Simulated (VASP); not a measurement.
# NiO in VASP: a series of runs

NiO is run at these levels: PBE; tasks: single point.

Everything below comes from runs of VASP 6.6.1. Logs are shortened: lines on timing, memory, paths and dates and some standing lists are left out, and cuts for length are marked.

## 1. The cell of the first run

Symmetry: I-4m2, No. 119, tetragonal system. The conventional cell has a = 3.169 Å, b = 3.169 Å, c = 4.392 Å, α = 90.00°, β = 90.00°, γ = 90.00°. Ni (site symmetry -4m2) has 4 O at 1.93 Å within 2.6 Å. Within 2.6 Å of O (site symmetry -4m2) lie 4 Ni at 1.93 Å.

## 2. Single point, PBE, collinear spin, ferromagnetic start

Input file INCAR:

```
PREC = Accurate
ENCUT = 520
EDIFF = 1E-6
ISMEAR = 0
SIGMA = 0.05
LREAL = F
LASPH = T
NELM = 150
ALGO = Normal
ISIF = 2
LWAVE = F
LCHARG = F
ISPIN = 2
MAGMOM = 1.62 0
LORBIT = 11
LMAXMIX = 4
GGA = PE
NBANDS = 19
```

Input file KPOINTS:

```
Automatic mesh
0
Gamma
  12 12 12
```

Input file POSCAR:

```
NiO
1.0
    0.0000000000      2.1961340651      2.2409531277
    2.2409531277      0.0000000000      2.2409531277
    2.2409531277      2.1961340651      0.0000000000
Ni O
1 1
Direct
    0.0000000000      0.0000000000      0.0000000000
    0.2500000000      0.2500000000      0.2500000000
```

Potentials or basis: VASP PAW PBE potentials, release 64 (Ni, O).

Started as:

```
cat potpaw_PBE.64/Ni/POTCAR potpaw_PBE.64/O/POTCAR > POTCAR
mpirun -np 1 vasp_std > vasp.out
```

OUTCAR:

```text
PREC = Accurate
   ENCUT = 520
   EDIFF = 1E-6
   ISMEAR = 0
   LREAL = F
   LASPH = T
   NELM = 150
   ISIF = 2
   ISPIN = 2
   LORBIT = 11
   GGA = PE

 ion  position               nearest neighbor table
   1  0.000  0.000  0.000-   2 1.93   2 1.93   2 1.93   2 1.93
   2  0.250  0.250  0.250-   1 1.93   1 1.93   1 1.93   1 1.93

  LATTYP: Found a body centered tetragonal cell.
 ALAT       =     3.1691863058
 C/A-ratio  =     1.3859292911

  Lattice vectors:

 A1 = (   0.0000000000,  -2.1961340651,   2.2409531277)
 A2 = (   0.0000000000,  -2.1961340651,  -2.2409531277)
 A3 = (   2.2409531277,   2.1961340651,   0.0000000000)

Analysis of symmetry for initial positions (statically):
=====================================================================
 Subroutine PRICEL returns:
 Original cell was already a primitive cell.

 Routine SETGRP: Setting up the symmetry group for a
 body centered tetragonal supercell.

 Subroutine GETGRP returns: Found  8 space group operations
 (whereof  8 operations were pure point group operations)
 out of a pool of 16 trial point group operations.

The static configuration has the point symmetry D_2d.

Analysis of symmetry for dynamics (positions and initial velocities):
=====================================================================
 Subroutine PRICEL returns:
 Original cell was already a primitive cell.

 Routine SETGRP: Setting up the symmetry group for a
 body centered tetragonal supercell.

 Subroutine GETGRP returns: Found  8 space group operations
 (whereof  8 operations were pure point group operations)
 out of a pool of 16 trial point group operations.

The dynamic configuration has the point symmetry D_2d.

Analysis of structural, dynamic, and magnetic symmetry:
=====================================================================
 Subroutine PRICEL returns:
 Original cell was already a primitive cell.

 Routine SETGRP: Setting up the symmetry group for a
 body centered tetragonal supercell.

 Subroutine GETGRP returns: Found  8 space group operations
 (whereof  8 operations were pure point group operations)
 out of a pool of 16 trial point group operations.

The overall configuration has the point symmetry D_2d.

 Subroutine INISYM returns: Found  8 space group operations
 (whereof  8 operations are pure point group operations),
 and found     1 'primitive' translations

----------------------------------------------------------------------------------------

                                     Primitive cell

  volume of cell :      22.0574

  direct lattice vectors                    reciprocal lattice vectors
     0.000000000  2.196134065  2.240953128    -0.223119348  0.227672804  0.223119348
     2.240953128  0.000000000  2.240953128     0.223119348 -0.227672804  0.223119348
     2.240953128  2.196134065  0.000000000     0.223119348  0.227672804 -0.223119348

  length of vectors
     3.137654499  3.169186306  3.137654499     0.389100748  0.389100748  0.389100748

  position of ions in fractional coordinates (direct lattice)
     0.000000000  0.000000000  0.000000000
     0.250000000  0.250000000  0.250000000

  ion indices of the primitive-cell ions
   primitive index   ion index
                 1           1
                 2           2

----------------------------------------------------------------------------------------

 KPOINTS: Automatic mesh

Automatic generation of k-mesh.
 Grid dimensions read from file:
 generate k-points for:   12   12   12

 Generating k-lattice:

  Cartesian coordinates                     Fractional coordinates (reciprocal lattice)
    -0.018593279  0.018972734  0.018593279     0.083333333  0.000000000  0.000000000
     0.018593279 -0.018972734  0.018593279    -0.000000000  0.083333333 -0.000000000
     0.018593279  0.018972734 -0.018593279     0.000000000  0.000000000  0.083333333

  Length of vectors
     0.032425062  0.032425062  0.032425062

  Shift w.r.t. Gamma in fractional coordinates (k-lattice)
     0.000000000  0.000000000  0.000000000

 Subroutine IBZKPT returns following result:
 ===========================================

 Found    163 irreducible k-points:

 Following reciprocal coordinates:
            Coordinates               Weight
  0.000000  0.000000  0.000000      1.000000
  0.083333  0.000000  0.000000      8.000000
  0.166667  0.000000  0.000000      8.000000
  0.250000  0.000000  0.000000      8.000000
  0.333333  0.000000  0.000000      8.000000
  0.416667  0.000000  0.000000      8.000000
[... 16 lines left out ...]
  0.500000  0.166667  0.000000     16.000000
 -0.416667  0.166667 -0.000000     16.000000
 [... further k-points ...]
   k-points           NKPTS =    163   k-points in BZ     NKDIM =    163   number of bands    NBANDS=     19
   number of dos      NEDOS =    301   number of ions     NIONS =      2
   total plane-waves  NPLWV =  13824
   dimension x,y,z NGX =    24 NGY =   24 NGZ =   24
   dimension x,y,z NGXF=    48 NGYF=   48 NGZF=   48
   ions per type =               1   1
   NGX,Y,Z   is equivalent  to a cutoff of  12.72, 12.59, 12.72 a.u.
   NGXF,Y,Z  is equivalent  to a cutoff of  25.43, 25.18, 25.43 a.u.
 SYSTEM =  unknown system
   PREC   = accura    normal or accurate (medium, high low for compatibility)
   ISTART =      0    job   : 0-new  1-cont  2-samecut
   ICHARG =      2    charge: 1-file 2-atom 10-const
   ISPIN  =      2    spin polarized calculation?
   LNONCOLLINEAR =      F non collinear calculations
   LSORBIT =      F    spin-orbit coupling
   LASPH  =      T    aspherical Exc in radial PAW
   ENCUT  =  520.0 eV  38.22 Ry    6.18 a.u.   5.83  5.89  5.83*2*pi/ulx,y,z
   NELM   =    150;   NELMIN=  2; NELMDL= -5     # of ELM steps
   EDIFF  = 0.1E-05   stopping-criterion for ELM
   LREAL  =      F    real-space projection
   EDIFFG = 0.1E-04   stopping-criterion for IOM
   NSW    =      0    number of steps for IOM
   IBRION =     -1    ionic relax: 0-MD 1-quasi-New 2-CG
   NFREE  =      0    steps in history (QN), initial steepest desc. (CG)
   ISIF   =      2    stress and relaxation
   ISYM   =      2    0-nonsym 1-usesym 2-fastsym
   POTIM  = 0.5000    time-step for ionic-motion
   TEBEG  =    0.0;   TEEND  =   0.0 temperature during run
   PSTRESS=    0.0 pullay stress
   NELECT =      16.0000    total number of electrons
   NUPDOWN=      -1.0000    fix difference up-down
   EMIN   =  10.00;   EMAX   =-10.00  energy-range for DOS
   EFERMI =   0.00;   METHOD = LEGACY
   ISMEAR =     0;   SIGMA  =   0.05  broadening in eV -4-tet -1-fermi 0-gaus
   EFERMI_NEDOS =   21; number of points for ismear=-14 and -15
   IALGO  =     38    algorithm
   IMIX   =      4    mixing-type and parameters
     AMIX     =   0.40;   BMIX     =  1.00
     AMIX_MAG =   1.60;   BMIX_MAG =  1.00
  volume/ion in A,a.u.               =      11.03        74.43
  Fermi-wavevector in a.u.,A,eV,Ry     =   1.470946  2.779685 29.438678  2.163682
  Thomas-Fermi vector in A             =   2.586141
   LORBIT       =     11    0 simple, 1 ext, 2 COOP (PROOUT), +10 PAW based schemes
   GGA     = PE    functional components
   LHFCALC =     F    Hartree Fock is set to
   AEXX    =    0.0000 exact exchange contribution
   IVDW    =     0    specifies the selected vdW correction
   LEPSILON=     F    determine dielectric tensor
   LRPA    =     F    only Hartree local field effects (RPA)
 spin polarized calculation
 Gauss-broadening in eV      SIGMA  =   0.05
  energy-cutoff  :      520.00
  volume of cell :       22.06
 maximum number of plane-waves:       612
   NGX = 11   NGY = 11   NGZ = 11

 number of electron      16.0000008 magnetization       1.8650988

 Free energy of the ion-electron system (eV)
  ---------------------------------------------------
  ext. energy  EPLUGINS =         0.00000000
  ---------------------------------------------------
  free energy    TOTEN  =       -11.59092715 eV

  energy without entropy =      -11.58858520  energy(sigma->0) =      -11.58975617

 E-fermi :   5.8177     XC(G=0): -11.3451

 val. band max:        5.8145222524   @ k =   0.5000   0.4167  -0.0000
 cond. band min:       5.8182657727   @ k =   0.3333   0.0000   0.0833
 fundamental gap:      0.0037435202
 Fermi energy:         5.8176669176

 spin component 1

 k-point     1 :       0.0000    0.0000    0.0000
  band No.  band energies     occupation
      1     -14.2819      1.00000
      2      -0.2777      1.00000
      3      -0.2777      1.00000
      4      -0.2604      1.00000
      5       3.3593      1.00000
      6       3.4251      1.00000
[... 11 lines left out ...]
     18      28.7500      0.00000
     19      29.3913      0.00000

 k-point     2 :       0.0833    0.0000    0.0000
  band No.  band energies     occupation
      1     -14.2383      1.00000
      2      -0.3788      1.00000
      3      -0.2536      1.00000
      4      -0.2381      1.00000
      5       3.3471      1.00000
      6       3.4103      1.00000
[... 476 lines left out ...]
 k-point    24 :      -0.4167    0.1667   -0.0000
  band No.  band energies     occupation
      1     -13.5411      1.00000
      2      -0.9517      1.00000
      3      -0.1203      1.00000
      4       0.1983      1.00000
      5       3.1005      1.00000
      6       3.3719      1.00000
[... 11 lines left out ...]
     18      33.1080      0.00000
     19      33.5848      0.00000

 [... further k-points ...]

 spin component 2

 k-point     1 :       0.0000    0.0000    0.0000
  band No.  band energies     occupation
      1     -13.7017      1.00000
      2       0.6860      1.00000
      3       0.6860      1.00000
      4       0.7271      1.00000
      5       4.3995      1.00000
      6       4.4764      1.00000
[... 11 lines left out ...]
     18      28.9963      0.00000
     19      29.6407      0.00000

 k-point     2 :       0.0833    0.0000    0.0000
  band No.  band energies     occupation
      1     -13.6553      1.00000
      2       0.5428      1.00000
      3       0.7052      1.00000
      4       0.7380      1.00000
      5       4.3926      1.00000
      6       4.4665      1.00000
[... 476 lines left out ...]
 k-point    24 :      -0.4167    0.1667   -0.0000
  band No.  band energies     occupation
      1     -12.9077      1.00000
      2      -0.4906      1.00000
      3       0.6437      1.00000
      4       1.0560      1.00000
      5       4.5576      1.00000
      6       4.5936      1.00000
[... 11 lines left out ...]
     18      33.3704      0.00000
     19      33.9220      0.00000

 [... further k-points ...]
[... 5 lines left out ...]
  --------------------------------------------------------------------------------------
  -------------------------------------------------------------------------------------
  Total        0.4085833      0.4577462      0.4085833      0.0000000      0.0000000      0.0000000
  in kB       29.6781479     33.2491780     29.6781479      0.0000000      0.0000000      0.0000000
  external PRESSURE =      30.8684913 kB  Pullay stress =       0.0000000 kB

 VOLUME and BASIS-vectors are now :
 -----------------------------------------------------------------------------
  energy-cutoff  :      520.00
  volume of cell :       22.06
      direct lattice vectors                 reciprocal lattice vectors
     0.000000000  2.196134065  2.240953128    -0.223119348  0.227672804  0.223119348
     2.240953128  0.000000000  2.240953128     0.223119348 -0.227672804  0.223119348
     2.240953128  2.196134065  0.000000000     0.223119348  0.227672804 -0.223119348

 POSITION                                       TOTAL-FORCE (eV/Angst)
 -----------------------------------------------------------------------------------
      0.00000      0.00000      0.00000        -0.000000     -0.000000     -0.000000
      1.12048      1.09807      1.12048         0.000000      0.000000      0.000000
 -----------------------------------------------------------------------------------
    total drift:                                0.000001      0.000001      0.000001

  FREE ENERGIE OF THE ION-ELECTRON SYSTEM (eV)
  ---------------------------------------------------
  free  energy   TOTEN  =       -11.5909271456 eV

  energy  without entropy=      -11.5885851981  energy(sigma->0) =      -11.58975617

 total charge

# of ion       s       p       d       tot
------------------------------------------
    1        0.387   0.497   8.256   9.140
    2        1.557   3.425   0.000   4.982
--------------------------------------------------
tot          1.944   3.922   8.256  14.122

 magnetization (x)

# of ion       s       p       d       tot
------------------------------------------
    1        0.003   0.040   1.418   1.462
    2        0.016   0.332   0.000   0.349
--------------------------------------------------
tot          0.020   0.373   1.418   1.811
```

Wall time 41 s (1 thread of Intel Xeon 6975P-C (Granite Rapids), shared host); peak memory 0.22 GiB.

What came out:

```yaml
Free_energy: -11.5909 eV
Pressure: 3.1 GPa
Net_moment: 1.87 μB per cell
Site_moments: Ni +1.46; O +0.35 μB
Valence_electrons_inside_the_program's_atomic_spheres: Ni 9.14; O 4.98
```

Caveat: a cell with one magnetic atom can't hold antiferromagnetic order, which such compounds often take; semilocal functionals often make such compounds metallic where correlation or magnetic order opens a gap, which also shifts bond lengths. With open d or f shells a metallic result of PBE can be an artefact of self-interaction; +U or a hybrid may open a gap.

## 3. Single point, PBE, collinear spin, ferromagnetic start (atom 1 (Ni) moved 0.02 Å along z)

Input file INCAR:

```
ALGO     = Normal         # electronic algorithm
EDIFF    = 1E-7           # SCF threshold, eV
ENCUT    = 520            # plane-wave cutoff, eV
GGA      = PE             # functional
ISIF     = 2              # what is computed and relaxed
ISMEAR   = 0              # smearing method
ISPIN    = 2              # spin polarisation
LASPH    = T              # aspherical terms in the spheres
LCHARG   = F              # write CHGCAR
LMAXMIX  = 4              # l up to which the mixer works
LORBIT   = 11             # projections on sites
LREAL    = F              # projectors in reciprocal space
LWAVE    = F              # write WAVECAR
MAGMOM   = 1.62 0         # initial moments
NBANDS   = 19             # bands
NELM     = 150            # most SCF steps
PREC     = Accurate       # precision mode
SIGMA    = 0.05           # smearing width, eV
```

Input file KPOINTS:

```
k-points
0
Gamma
  12 12 12
```

Input file POSCAR:

```
NiO
1.0
    0.0000000000      2.2409531277      2.2409531277
    2.2409531277      0.0000000000      2.2409531277
    2.2409531277      2.2409531277      0.0000000000
Ni O
1 1
Direct
    0.0044623870      0.0044623870     -0.0044623870
    0.2500000000      0.2500000000      0.2500000000
```

Potentials or basis: VASP PAW PBE potentials, release 64 (Ni, O).

Started as:

```
cat potpaw_PBE.64/Ni/POTCAR potpaw_PBE.64/O/POTCAR > POTCAR
mpirun -np 1 vasp_std > vasp.out
```

Wall time 76 s (1 thread of Intel Xeon 6975P-C (Granite Rapids), shared host); peak memory 0.29 GiB.

The run converged. Its results:

```yaml
Free_energy: -11.5947 eV
Pressure: 0.2 GPa
Largest_force: 0.140 eV/Å
Net_moment: 1.91 μB per cell
Site_moments: Ni +1.49; O +0.36 μB
Valence_electrons_inside_the_program's_atomic_spheres: Ni 9.10; O 4.97
```

Forces on the atoms (eV/Å):
```
Ni   0.000  0.000 -0.140
O    0.000  0.000  0.140
```

Stress tensor (GPa, compression positive):
```
0.17 1.00 0.00
1.00 0.17 0.00
0.00 0.00 0.13
```

Levels at points of the mesh, in eV from the Fermi level:
Spin up:
```tsv
k point	band 6	band 7	band 8	band 9	band 10	band 11	band 12	band 13
(0.00, 0.00, 0.00)	-2.41	0.14	0.17	0.21	0.47	14.29	14.29	14.30
(0.50, 0.00, 0.00)	-2.35	-2.32	-0.62	-0.59	5.88	7.30	13.72	13.85
(0.00, 0.00, 0.50)	-2.36	-2.34	-0.69	-0.66	5.88	7.35	13.75	13.88
(0.50, 0.50, 0.00)	-2.13	-1.89	-1.80	-1.74	5.40	9.97	11.19	14.53
(0.00, 0.50, 0.50)	-2.13	-1.84	-1.84	-1.74	5.40	9.97	11.19	14.56
```
Spin down:
```
           k point  band 3  band 4  band 5  band 6  band 7  band 8  band 9  band 10  band 11  band 12
(0.00, 0.00, 0.00)   -4.97   -4.91   -1.35   -1.35    0.75    1.74    1.78     1.80    14.55    14.55
(0.50, 0.00, 0.00)   -4.78   -4.75   -1.16   -1.13   -0.70    0.89    0.92     6.19     7.80    14.05
(0.00, 0.00, 0.50)   -4.71   -4.68   -1.16   -1.12   -0.77    0.81    0.85     6.19     7.85    14.08
(0.50, 0.50, 0.00)   -4.45   -4.32   -1.52   -1.04   -0.73   -0.12   -0.06     5.88    10.61    11.45
(0.00, 0.50, 0.50)   -4.39   -4.38   -1.51   -1.04   -0.73   -0.09   -0.09     5.88    10.61    11.44
```

Caveat: the cell differs from its parent crystal (atom 1 (Ni) moved 0.02 Å along z); a cell with one magnetic atom can't hold antiferromagnetic order, which such compounds often take; semilocal functionals often make such compounds metallic where correlation or magnetic order opens a gap, which also shifts bond lengths.

[end of part 1 of 2]
